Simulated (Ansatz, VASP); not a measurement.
**GaSb: VASP beside Ansatz**

```
Ga Sb
1.0
    -1.56876    2.69711    2.91723
     1.56876   -2.69711    2.91723
     1.56876    2.69711   -2.91723
Ga Sb
1 1
Cartesian
  0.0000 0.0000 0.0000
  0.0000 0.0000 2.9172
```

Alike in both runs: task single point; functional LDA; k mesh 8 × 8 × 8; occupations fermi-dirac, width 0.1 eV; no spin polarisation.

|  | VASP | Ansatz |
| --- | --- | --- |
| version | VASP 6.6.1 | Ansatz 0.2.0 |
| potentials or method | VASP PAW LDA potentials, release 64 (Ga_d, Sb), cutoff 500 eV | plane waves, PAW |
| valence electrons in the cell | 18 | 28 |

|  | VASP | Ansatz | Ansatz less VASP |
| --- | --- | --- | --- |
| pressure (GPa) | -5.5 | -5.5 | +0.02 |
| traceless stress, the component that is largest in VASP (GPa) | 2.43 | 2.42 | -0.008 |

LDA's correlation is that of Perdew and Zunger in VASP and of Perdew and Wang (1992) in Ansatz. VASP's potentials hold 18 valence electrons a cell and Ansatz's 28, so a difference there can come from the potentials and not from the codes. Ansatz's warnings: stress scf threshold loose.

Spin-orbit coupling is off throughout.
